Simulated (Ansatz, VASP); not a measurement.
## Be in VASP and in Ansatz

File INCAR:

```
PREC     = Accurate       # precision mode
ENCUT    = 600            # plane-wave cutoff, eV
EDIFF    = 1E-6           # SCF threshold, eV
ISMEAR   = 1              # smearing method
SIGMA    = 0.1            # smearing width, eV
LREAL    = F              # projectors in reciprocal space
LASPH    = T              # aspherical terms in the spheres
NELM     = 100            # most SCF steps
ALGO     = Normal         # electronic algorithm
ISIF     = 3              # what is computed and relaxed
LWAVE    = F              # write WAVECAR
LCHARG   = F              # write CHGCAR
GGA      = PS             # functional
IBRION   = 2              # ionic algorithm
NSW      = 60             # ionic steps
EDIFFG   = -0.005         # ionic threshold
```

Contents of KPOINTS:

```
Automatic mesh
0
Gamma
  27 27 15
```

The input POSCAR:

```
Be
1.0
    2.2900000000      0.0000000000      0.0000000000
   -1.1450000000      1.9831981750      0.0000000000
    0.0000000000      0.0000000000      3.5884300000
Be
2
Direct
    0.0000000000      0.0000000000      0.0000000000
    0.3333333333      0.6666666667      0.5000000000
```

Input for Ansatz:

```yaml
crystal:
  lattice:
    - [2.29, 0.0, 0.0]
    - [-1.145, 1.983198175, 0.0]
    - [0.0, 0.0, 3.58843]
  atoms:
    - { symbol: Be, position: [0.0, 0.0, 0.0] }
    - { symbol: Be, position: [0.3333333333, 0.6666666667, 0.5] }
kpoints:
  mp_grid: { grid: [27, 27, 15] }
scf:
  occupations: { method: cold, width: 0.1 }
hamiltonian:
  xc: pbesol
  pseudopotentials: { kind: paw, azcp: { folder: soft_1 } }
output:
  forces: true
  stress: true
  populations: false
relax:
  f_tol: 0.005
  max_steps: 40
  cell: {}
```

Alike in both runs: task relaxation of cell and atoms; functional PBEsol; k mesh 27 × 27 × 15; no spin polarisation.

|  | VASP | Ansatz |
| --- | --- | --- |
| version | VASP 6.6.1 | Ansatz 0.2.0 |
| potentials or method | VASP PAW PBE potentials, release 64 (Be) | plane-wave PAW, scalar-relativistic |
| plane-wave cutoff (eV) | 600 | 420 |
| occupations | methfessel-paxton of order 1, width 0.1 eV | cold, width 0.1 eV |
| valence electrons in the cell | 4 | 4 |

```csv
,VASP,Ansatz,Ansatz less VASP
relaxed volume (Å³/atom),7.86,7.84,-0.021
relaxed cell length with the largest relative difference (Å),3.555,3.551,-0.0036
```

VASP's potentials were made for PBE, not for PBEsol, and Ansatz warns of the same on its side.
